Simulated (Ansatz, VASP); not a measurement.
**Two plane-wave programs on P**

```xyz
1
Lattice="2.3905 0.0000 0.0628 0.0000 2.3905 0.0000 0.0628 0.0000 2.3906" Properties=species:S:1:pos:R:3 pbc="T T T"
P     0.0000    0.0000    0.0000
```

Change from the starting cell: strain +0.0525 x Voigt [0, 0, 0, 0, 1, 0], atoms carried along.

Alike in both runs: task single point; functional PBEsol; dispersion D3(BJ); k mesh 24 × 24 × 24; occupations gaussian, width 0.15 eV; no spin polarisation.

|  | VASP | Ansatz |
| --- | --- | --- |
| version | VASP 6.6.1 | Ansatz 0.2.0 |
| potentials or method | VASP PAW PBE potentials, release 64 (P), cutoff 520 eV | scalar-relativistic, plane waves, PAW |
| valence electrons in the cell | 5 | 5 |

|  | VASP | Ansatz | Ansatz less VASP |
| --- | --- | --- | --- |
| gap on the k mesh at the Fermi level (eV) | none | none | - |
| pressure (GPa) | 0.2 | 0.1 | -0.10 |
| traceless stress, the component that is largest in VASP (GPa) | -3.43 | -3.43 | -0.003 |

VASP's potentials were made for PBE, not for PBEsol. A gap of «none» marks a metal or a gap that the smearing closes.
